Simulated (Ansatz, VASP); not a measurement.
## Ti2In in VASP and in Ansatz

File INCAR:

```
PREC = Accurate
ENCUT = 520
EDIFF = 1E-6
ISMEAR = 0
SIGMA = 0.1
LREAL = F
LASPH = T
NELM = 80
ALGO = Normal
ISIF = 2
LWAVE = F
LCHARG = T
GGA = PE
LELF = T
LVHAR = T
NBANDS = 26
```

The input KPOINTS:

```
Automatic mesh
0
Gamma
  6 6 4
```

The input POSCAR:

```
Ti2In
1.0
    2.9257027200      0.0000000000      0.0000000000
    0.0000000000      2.9257027200      0.0000000000
    0.0000000000      0.0000000000      5.5897924100
Ti In
2 1
Direct
    0.5000000000      0.5000000000      0.2700000100
    0.5000000000      0.5000000000      0.7299999900
    0.0000000000      0.0000000000      0.0000000000
```

Input for Ansatz:

```yaml
crystal:
  lattice:
    - [2.92570272, 0.0, 0.0]
    - [0.0, 2.92570272, 0.0]
    - [0.0, 0.0, 5.58979241]
  atoms:
    - { symbol: Ti, position: [0.5, 0.5, 0.27000001] }
    - { symbol: Ti, position: [0.5, 0.5, 0.72999999] }
    - { symbol: In, position: [0.0, 0.0, 0.0] }
basis:
  ecutwfc: 420
kpoints:
  mp_grid: { grid: [6, 6, 4] }
hamiltonian:
  xc: pbe
scf:
  occupations: { method: gaussian, width: 0.1 }
  lower_state_search: "off"
output:
  forces: true
  stress: true
  eigenvalues: true
```

Change from the starting cell: species swapped into the FeSi2 type (P4/mmm, No. 123).

Alike in both runs: task single point; functional PBE; k mesh 6 × 6 × 4; occupations gaussian, width 0.1 eV; no spin polarisation.

|  | VASP | Ansatz |
| --- | --- | --- |
| version | VASP 6.6.1 | Ansatz 0.2.0 |
| potentials or method | VASP PAW PBE potentials, release 64 (Ti_sv, In_d), cutoff 520 eV | scalar-relativistic, plane waves, PAW |
| valence electrons in the cell | 37 | 37 |

|  | VASP | Ansatz | Ansatz less VASP |
| --- | --- | --- | --- |
| gap on the k mesh at the Fermi level (eV) | none | none | - |
| rms of the force components (eV/Å) | 1.969 | 1.961 | -0.0080 |

Atom by atom the forces differ by 0.008 eV/Å (rms over components). A gap of «none» marks a metal or a gap that the smearing closes. The functional is the same, so the differences come from potentials, cutoffs and numerics.
